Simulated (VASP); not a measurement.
# TaN (P-6m2) in VASP: a series of runs, part 2 of 2

VASP 6.6.1.

## Step 6: Relaxation of shape and atoms at fixed volume, r2SCAN (10.12 Å³/atom)

Contents of POSCAR:

```
TaN
1.0
    2.8744756040      0.0000000000      0.0000000000
   -1.4372378020      2.4893688956      0.0000000000
    0.0000000000      0.0000000000      2.8291554117
Ta N
1 1
Direct
    0.3333333333      0.6666666667      0.5000000000
    0.0000000000      0.0000000000      0.0000000000
```

Contents of INCAR.step1:

```
SYSTEM = TaN
ALGO = Normal ; EDIFF = 1E-4
ENCUT = 600 ; GGA = PE
ISMEAR = 0 ; LASPH = .TRUE.
LCHARG = .FALSE. ; LREAL = .FALSE.
LWAVE = .TRUE. ; NELM = 100
PREC = Accurate ; SIGMA = 0.1
```

Contents of INCAR.step2:

```
SYSTEM = TaN
ALGO = Normal ; EDIFF = 1E-7
EDIFFG = -0.01 ; ENCUT = 600
IBRION = 2 ; ISIF = 4
ISMEAR = 0 ; ISTART = 1
LASPH = .TRUE. ; LCHARG = .FALSE.
LMIXTAU = .TRUE. ; LREAL = .FALSE.
LWAVE = .FALSE. ; METAGGA = R2SCAN
NELM = 100 ; NSW = 50
PREC = Accurate ; SIGMA = 0.1
```

Contents of KPOINTS:

```
k-points
0
G
  18 18 14
  0 0 0
```

Potentials or basis: VASP PAW PBE potentials, release 64 (Ta_pv, N).

Launch:

```sh
cat potpaw_PBE.64/Ta_pv/POTCAR potpaw_PBE.64/N/POTCAR > POTCAR
cp INCAR.step1 INCAR
mpirun -np 1 vasp_std > vasp.out
cp INCAR.step2 INCAR
mpirun -np 1 vasp_std > vasp.out
```

OUTCAR:

```text
SYSTEM = TaN
   EDIFF = 1E-7
   EDIFFG = -0.01
   ENCUT = 600
   IBRION = 2
   ISIF = 4
   ISMEAR = 0
   ISTART = 1
   LASPH = .TRUE.
   LREAL = .FALSE.
   METAGGA = R2SCAN
   NELM = 100
   NSW = 50
   PREC = Accurate

 ion  position               nearest neighbor table
   1  0.333  0.667  0.500-   2 2.18   2 2.18   2 2.18   2 2.18   2 2.18   2 2.18
   2  0.000  0.000  0.000-   1 2.18   1 2.18   1 2.18   1 2.18   1 2.18   1 2.18

  LATTYP: Found a hexagonal cell.
 ALAT       =     2.8744756040
 C/A-ratio  =     0.9842335791

  Lattice vectors:

 A1 = (   2.8744756040,   0.0000000000,   0.0000000000)
 A2 = (  -1.4372378020,   2.4893688956,   0.0000000000)
 A3 = (   0.0000000000,   0.0000000000,   2.8291554117)

Analysis of symmetry for initial positions (statically):
=====================================================================
 Subroutine PRICEL returns:
 Original cell was already a primitive cell.

 Routine SETGRP: Setting up the symmetry group for a
 hexagonal supercell.

 Subroutine GETGRP returns: Found 12 space group operations
 (whereof 12 operations were pure point group operations)
 out of a pool of 24 trial point group operations.

The static configuration has the point symmetry D_3h.

Analysis of symmetry for dynamics (positions and initial velocities):
=====================================================================
 Subroutine PRICEL returns:
 Original cell was already a primitive cell.

 Routine SETGRP: Setting up the symmetry group for a
 hexagonal supercell.

 Subroutine GETGRP returns: Found 12 space group operations
 (whereof 12 operations were pure point group operations)
 out of a pool of 24 trial point group operations.

The dynamic configuration has the point symmetry D_3h.

 Subroutine INISYM returns: Found 12 space group operations
 (whereof 12 operations are pure point group operations),
 and found     1 'primitive' translations

----------------------------------------------------------------------------------------

                                     Primitive cell

  volume of cell :      20.2444

[... 129 lines left out ...]

 number of electron      15.9999999 magnetization

 Free energy of the ion-electron system (eV)
  ---------------------------------------------------
  ext. energy  EPLUGINS =         0.00000000
  ---------------------------------------------------
  free energy    TOTEN  =       -60.28309396 eV

  energy without entropy =      -60.28285959  energy(sigma->0) =      -60.28297678

------------------------ aborting loop because EDIFF is reached ----------------------------------------

  FORCE on cell =-STRESS in cart. coord.  units (eV):
  Direction    XX          YY          ZZ          XY          YZ          ZX
  --------------------------------------------------------------------------------------
  -------------------------------------------------------------------------------------
  Total        3.4084691      3.4084691      3.6263666      0.0000000      0.0000000      0.0000000
  in kB      269.7523636    269.7523636    286.9971593      0.0000000      0.0000000      0.0000000
  external PRESSURE =     275.5006289 kB  Pullay stress =       0.0000000 kB
[... 59 lines left out ...]
--------------------------------------- Ionic step        3  -------------------------------------------

 number of electron      15.9999998 magnetization

 Free energy of the ion-electron system (eV)
  ---------------------------------------------------
  ext. energy  EPLUGINS =         0.00000000
  ---------------------------------------------------
  free energy    TOTEN  =       -60.28325879 eV

  energy without entropy =      -60.28302508  energy(sigma->0) =      -60.28314194

 E-fermi :   8.8703     XC(G=0): -14.7440

 val. band max:        8.8322036715   @ k =   0.0000   0.0000   0.4286
 cond. band min:       8.8976097790   @ k =   0.0556   0.0000   0.5000
 fundamental gap:      0.0654061075
 Fermi energy:         8.8702644526

 k-point     1 :       0.0000    0.0000    0.0000
  band No.  band energies     occupation
      1     -27.0832      2.00000
      2     -26.7634      2.00000
      3     -26.7634      2.00000
      4     -10.4087      2.00000
      5       3.8055      2.00000
      6       3.8055      2.00000
      7       4.1736      2.00000
      8       5.6299      2.00000
      9      11.9171      0.00000
     10      12.9166      0.00000
     11      12.9166      0.00000
     12      13.4761      0.00000
[... 331 lines left out ...]
 k-point    24 :       0.3889    0.1111    0.0000
  band No.  band energies     occupation
      1     -28.0289      2.00000
      2     -27.1580      2.00000
      3     -26.8912      2.00000
      4      -7.8477      2.00000
      5       0.1287      2.00000
      6       3.1117      2.00000
      7       4.2169      2.00000
      8       6.3108      2.00000
      9      11.5380      0.00000
     10      12.3597      0.00000
     11      14.1039      0.00000
     12      15.7519      0.00000

 [... further k-points ...]
[... 5 lines left out ...]
  --------------------------------------------------------------------------------------
  -------------------------------------------------------------------------------------
  Total        3.4718980      3.4718980      3.4716875      0.0000000     -0.0000000      0.0000000
  in kB      274.7722339    274.7722339    274.7555737      0.0000000     -0.0000000      0.0000000
  external PRESSURE =     274.7666805 kB  Pullay stress =       0.0000000 kB
[... 17 lines left out ...]
  FREE ENERGIE OF THE ION-ELECTRON SYSTEM (eV)
  ---------------------------------------------------
  free  energy   TOTEN  =       -60.2832587932 eV

  energy  without entropy=      -60.2830250814  energy(sigma->0) =      -60.28314194

 reached required accuracy - stopping structural energy minimisation
```

OUTCAR.step1:

```text
SYSTEM = TaN
   EDIFF = 1E-4
   ENCUT = 600
   GGA = PE
   ISMEAR = 0
   LASPH = .TRUE.
   LREAL = .FALSE.
[... 582 lines left out ...]
     -0.00000      1.65958      1.41458        -0.000000      0.000000      0.000000
      0.00000      0.00000      0.00000         0.000000     -0.000000      0.000000
 -----------------------------------------------------------------------------------
    total drift:                               -0.000000      0.000000     -0.000000

  FREE ENERGIE OF THE ION-ELECTRON SYSTEM (eV)
  ---------------------------------------------------
  free  energy   TOTEN  =       -22.2980054905 eV

  energy  without entropy=      -22.2977702465  energy(sigma->0) =      -22.29788787
```

OSZICAR.step1:

```text
N       E                     dE             d eps       ncg     rms          rms(c)
DAV:   1     0.989291330153E+02    0.98929E+02   -0.10119E+04  7104   0.159E+03
DAV:   2    -0.206216923138E+02   -0.11955E+03   -0.11275E+03  8172   0.374E+02
DAV:   3    -0.247442221630E+02   -0.41225E+01   -0.40611E+01  8760   0.654E+01
DAV:   4    -0.247887855776E+02   -0.44563E-01   -0.44439E-01  7964   0.670E+00
DAV:   5    -0.247892504631E+02   -0.46489E-03   -0.46477E-03  8476   0.592E-01    0.266E+01
DAV:   6    -0.223831249694E+02    0.24061E+01   -0.80917E+00  8620   0.305E+01    0.116E+01
DAV:   7    -0.223224370410E+02    0.60688E-01   -0.42674E-01  7804   0.655E+00    0.772E+00
DAV:   8    -0.223032084312E+02    0.19229E-01   -0.11541E-01  8140   0.347E+00    0.138E+00
DAV:   9    -0.222980035423E+02    0.52049E-02   -0.15607E-02  8076   0.112E+00    0.206E-01
DAV:  10    -0.222980054905E+02   -0.19482E-05   -0.83203E-04  8220   0.371E-01
   1 F= -.22298005E+02 E0= -.22297888E+02  d E =-.235244E-03
```

It took 4 min on 1 thread of Intel Xeon 6975P-C (Granite Rapids), shared host; peak memory 0.23 GiB.

What came out:

- Free energy: -60.2833 eV
- Energy gained by relaxing: 0.1 meV/atom
- Ionic steps: 3
- Pressure after relaxing: 27.5 GPa
- Band gap on the k mesh: zero (bands 8 and 9 overlap by 0.28 eV)

The path:
```tsv
step	energy change (eV)	largest force (eV/Å)	pressure (GPa)	volume (Å³)
1	0.0000	0.0000	27.55	20.24
2	0.0001	0.0000	27.38	20.24
3	-0.0002	0.0000	27.48	20.24
```

Final structure:
```
Ta N
1.0
     2.87229    0.00000    0.00000
    -1.43615    2.48748    0.00000
     0.00000    0.00000    2.83345
Ta N
1 1
Direct
  0.33333 0.66667 0.50000
  0.00000 0.00000 0.00000
```

Caveat: the PAW data sets were made with another functional, which shifts forces and pressure a little; spin-orbit coupling is left out, which moves the levels of the heavy elements.

## Step 7: The runs side by side

```tsv
task	cell	cutoff (eV)	gap on the mesh (eV)	pressure (GPa)
single point	a = 2.873, b = 2.873, c = 2.833 Å, angles 90.0, 90.0, 120.0°, 2 atoms	520	none	27.4
single point	a = 2.905, b = 2.905, c = 2.859 Å, angles 90.0, 90.0, 120.0°, 2 atoms	520	none	13.5
single point	a = 2.967, b = 2.967, c = 2.910 Å, angles 90.0, 90.0, 120.0°, 2 atoms	520	none	-8.5
single point	a = 2.997, b = 2.997, c = 2.934 Å, angles 90.0, 90.0, 120.0°, 2 atoms	520	none	-17.2
relaxation of shape and atoms at fixed volume	relaxed from a = 2.874, b = 2.874, c = 2.829 Å, angles 90.0, 90.0, 120.0°, 2 atoms	600	none	27.5
```

Alike in all rows: level r2SCAN; potentials or basis VASP PAW PBE potentials, release 64 (Ta_pv, N); no spin polarisation; k mesh 18 × 18 × 14; smearing gaussian 0.1 eV.

Caveats: the PAW data sets were made with another functional, which shifts forces and pressure a little; spin-orbit coupling is left out, which moves the levels of the heavy elements; the cell stands under pressure (at least some runs); the cell stands under tension (at least some runs).

Total energies depend on the potentials used, so only differences within one code and one set of settings carry meaning.

The gap in the log of VASP goes by the Fermi energy; the results here count the filled bands.